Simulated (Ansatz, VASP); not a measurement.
## Two plane-wave programs on La

```
CELL_PARAMETERS angstrom
-2.07189 2.52015 1.84711
2.52015 -2.07189 1.84711
4.18668 4.18668 -1.02612
ATOMIC_POSITIONS crystal
La 0.04152 0.95848 0.00000
La 0.70848 0.29152 0.50000
```

Alike in both runs: task single point; functional RPBE; k mesh 11 × 11 × 6; occupations fermi-dirac, width 0.1 eV; no spin polarisation.

|  | VASP | Ansatz |
| --- | --- | --- |
| version | VASP 6.6.1 | Ansatz 0.2.0 |
| potentials or method | VASP PAW PBE potentials, release 64 (La), cutoff 520 eV | plane waves (420 eV) with PAW, scalar-relativistic |
| valence electrons in the cell | 22 | 22 |

|  | VASP | Ansatz | Ansatz less VASP |
| --- | --- | --- | --- |
| pressure (GPa) | 2.3 | 2.2 | -0.07 |
| traceless stress, the component that is largest in VASP (GPa) | 0.09 | 0.08 | -0.001 |

VASP's potentials were made for PBE, not for RPBE.

Neither program's run includes spin-orbit coupling.
